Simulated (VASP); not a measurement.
Sn3Se, 4 atoms in the cell. The structure is cubic, space group Fm-3m (No. 225). The conventional cell has a = 7.466 Å, b = 7.466 Å, c = 7.466 Å, α = 90.00°, β = 90.00°, γ = 90.00°. Within 4.3 Å of Sn (site symmetry m-3m) lie 8 Sn at 3.23 Å and 6 Se at 3.73 Å. Sn (site symmetry -43m) has 10 Sn at 3.23 to 3.73 Å and 4 Se at 3.23 Å within 4.3 Å. Se (site symmetry m-3m) has 14 Sn at 3.23 to 3.73 Å within 4.3 Å. 

| Item | Value |
| --- | --- |
| Program | VASP 6.6.1 |
| Task | single point |
| Functional | r2SCAN-based global hybrid with 35 % exact exchange |
| Potentials or basis | VASP PAW PBE potentials, release 64 (Sn_d, Se) |
| Cutoff | 440 eV |
| k mesh | 4 × 4 × 4 |
| Occupations | fermi-dirac, width 0.05 eV |
| Spin | no spin polarisation |
| Dipole correction | no |
| Grid for exact exchange (PRECFOCK) | Normal |
| Share of exact exchange | 0.35 |
| Further INCAR settings | ALGO = Normal; EDIFF = 1e-06; NBANDS = 32 |

Potentials or basis: VASP PAW PBE potentials, release 64 (Sn_d, Se).

Run with:

```console
$ cat potpaw_PBE.64/Sn_d/POTCAR potpaw_PBE.64/Se/POTCAR > POTCAR
$ cp INCAR.step1 INCAR
$ mpirun -np 1 vasp_std > vasp.out
$ cp INCAR.step2 INCAR
$ mpirun -np 1 vasp_std > vasp.out
```

Hardware: 1 thread of Intel(R) Xeon(R) Platinum 8259CL CPU @ 2.50GHz (Skylake/Cascade Lake), with other jobs on the host.

Task: Estimate the wall time of this run.

Result: Run time: 72 min on 1 thread of Intel(R) Xeon(R) Platinum 8259CL CPU @ 2.50GHz (Skylake/Cascade Lake), with other jobs on the host, peak memory 0.26 GiB. Counts: k points 8.
